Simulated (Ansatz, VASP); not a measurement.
## Nb in VASP and in Ansatz

INCAR

```
PREC = Accurate ; ENCUT = 520
EDIFF = 1E-7 ; ISMEAR = -1
SIGMA = 0.1 ; LREAL = F
LASPH = T ; NELM = 100
ALGO = Normal ; ISIF = 2
LWAVE = F ; LCHARG = F
GGA = B5 ; ALDAX = 1.0
AGGAX = 1.0 ; AGGAC = 1.0
ALDAC = 0.0 ; NBANDS = 12
```

File KPOINTS:

```
regular mesh
0
Gamma
  13 13 13
```

File POSCAR:

```
Nb
1.0
    2.6861804688      0.0000000000      0.0000000000
    0.0000000000      2.6861804688      0.0000000000
    0.0000000000      0.0000000000      2.6861804688
Nb
1
Direct
    0.0000000000      0.0000000000      0.0000000000
```

Input for Ansatz:

```yaml
crystal:
  lattice:
    - [2.6861804688, 0.0, 0.0]
    - [0.0, 2.6861804688, 0.0]
    - [0.0, 0.0, 2.6861804688]
  atoms:
    - { symbol: Nb, position: [0.0, 0.0, 0.0] }
hamiltonian:
  xc: blyp
  pseudopotentials:
    kind: paw
    azcp:
      Nb: "pseudopotentials/Nb.paw.azcp"
basis:
  ecutwfc: 420
  fft_grid_basis: typed
kpoints:
  mp_grid: { grid: [13, 13, 13], shift: [0, 0, 0] }
magnetization:
  spin_polarized: false
scf:
  occupations: { method: fermi_dirac, width: 0.1 }
  lower_state_search: "off"
output:
  stress: true
```

Alike in both runs: task single point; functional BLYP; k mesh 13 × 13 × 13; occupations fermi-dirac, width 0.1 eV; no spin polarisation.

|  | VASP | Ansatz |
| --- | --- | --- |
| version | VASP 6.6.1 | Ansatz 0.2.0 |
| potentials or method | VASP PAW PBE potentials, release 64 (Nb_sv), cutoff 520 eV | plane waves (420 eV) with PAW, scalar-relativistic |
| valence electrons in the cell | 13 | 13 |

|  | VASP | Ansatz | Ansatz less VASP |
| --- | --- | --- | --- |
| pressure (GPa) | 11.3 | 11.3 | -0.01 |

VASP's potentials were made for PBE, not for BLYP. With one functional, cell and mesh, what is left measures potentials, basis and numerics.
